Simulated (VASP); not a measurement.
Set up this calculation in VASP 6.6.1, as the native input.

```
Task                   : relaxation of cell and atoms
Functional             : PBE
Potentials or basis    : VASP PAW PBE potentials, release 64 (Zr_sv, Si, F)
Cutoff                 : 600 eV
k mesh                 : 6 × 6 × 4
Occupations            : gaussian, width 0.1 eV
Spin                   : no spin polarisation
Dipole correction      : no
Further INCAR settings : ALGO = Normal; EDIFF = 1e-06; IBRION = 2; EDIFFG = -0.04; NSW = 90; ISIF = 3
```

The structure of Zr3SiF2 lies in POSCAR:

```
Zr3SiF2
1.0
    4.5347320400      0.0000000000      0.0000000000
   -2.2673660200      3.9271931400      0.0000000000
    0.0000000000      0.0000000000      5.8449491500
Zr Si F
3 1 2
Direct
    0.3333333300      0.6666666700      0.5000000000
    0.6666666700      0.3333333300      0.5000000000
    0.0000000000      0.0000000000      0.5000000000
    0.0000000000      0.0000000000      0.0000000000
    0.3333333300      0.6666666700      0.0000000000
    0.6666666700      0.3333333300      0.0000000000
```

These files were run (other wordings do the same):

INCAR

```
PREC = Accurate
ENCUT = 600
EDIFF = 1E-6
ISMEAR = 0
SIGMA = 0.1
LREAL = F
LASPH = T
NELM = 80
ALGO = Normal
ISIF = 3
LWAVE = F
LCHARG = F
GGA = PE
IBRION = 2
NSW = 90
EDIFFG = -0.04
```

KPOINTS

```
Automatic mesh
0
Gamma
  6 6 4
```

Potentials or basis: VASP PAW PBE potentials, release 64 (Zr_sv, Si, F).

Launch:

```sh
$ cat potpaw_PBE.64/Zr_sv/POTCAR potpaw_PBE.64/Si/POTCAR potpaw_PBE.64/F/POTCAR > POTCAR
$ mpirun -np 1 vasp_std > vasp.out
```

Results of the run:

The relaxed volume is 19.42 Å³/atom and the relaxed cell is a = 5.372 Å, b = 5.372 Å, c = 4.663 Å, α = 90.00°, β = 90.00°, γ = 120.00°. The space group after relaxing (to 0.05 Å) is P6/mmm (No. 191). The energy gained by relaxing is 752.2 meV/atom, the ionic steps are 11 and the pressure after relaxing is 0.0 GPa. The band gap on the k mesh is zero (band 27 reaches 6.52 eV, above the bottom of band 28 at 5.67 eV).

Wall time 19 min on 1 thread of AMD EPYC 9755 128-Core Processor (shared host), peak memory 0.24 GiB.
